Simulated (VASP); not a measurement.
W:

```xyz
1
Lattice="0.0000 2.0300 2.0300 2.0300 0.0000 2.0300 2.0300 2.0300 0.0000" Properties=species:S:1:pos:R:3 pbc="T T T"
W     0.0000    0.0000    0.0000
```

Base run:

```yaml
Program: VASP 6.6.1
Functional: LDA
Potentials_or_basis: VASP PAW LDA potentials, release 64 (W_sv)
Cutoff: 520 eV
k_mesh: 12 × 12 × 12
Occupations: fermi-dirac, width 0.08 eV
Spin: collinear spin, ferromagnetic start
Starting_moments: "[0.05] μB"
Fixed_moment: 0.05 μB
```

Its results: pressure -16.8 GPa; site moments W +0.04 μB.

Task: The run is repeated on the same cell with these changes: fixed moment from 0.05 μB to 0.5 μB; moments at the start from [0.05] to [0.5]. What comes out?

Result: Pressure -15.1 GPa; site moments W +0.39 μB.

Caveats: the total moment is fixed, so each spin has its own Fermi level.
